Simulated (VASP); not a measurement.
Crystal: TiC.

```
CELL_PARAMETERS angstrom
0.00000 2.15118 2.15118
2.15118 0.00000 2.15118
2.15118 2.15118 0.00000
ATOMIC_POSITIONS crystal
Ti 0.00000 0.00000 0.00000
C 0.50000 0.50000 0.50000
```

Base run:

```yaml
Program: VASP 6.6.1
Functional: r2SCAN
Dispersion: D4
Potentials_or_basis: VASP PAW PBE potentials, release 64 (Ti_sv, C)
Cutoff: 520 eV
k_mesh: 11 × 11 × 11
Occupations: fermi-dirac, width 0.05 eV
Spin: no spin polarisation
```

Its results: band gap on the k mesh zero (band 8 reaches 10.60 eV, above the bottom of band 9 at 9.26 eV); pressure 4.0 GPa.

The run is repeated on the same cell with these changes: functional from r2SCAN to RPBE; further incar settings from ALGO = Normal; EDIFF = 1e-06; NBANDS = 15 to ALGO = Normal; EDIFF = 1e-07; NBANDS = 15. What comes out?

Band gap on the k mesh zero (band 8 reaches 10.49 eV, above the bottom of band 9 at 9.36 eV); pressure -0.7 GPa.

Caveats: the PAW data sets were made with another functional, which shifts forces and pressure a little; pairwise dispersion overbinds metals, which lowers pressure and volume.
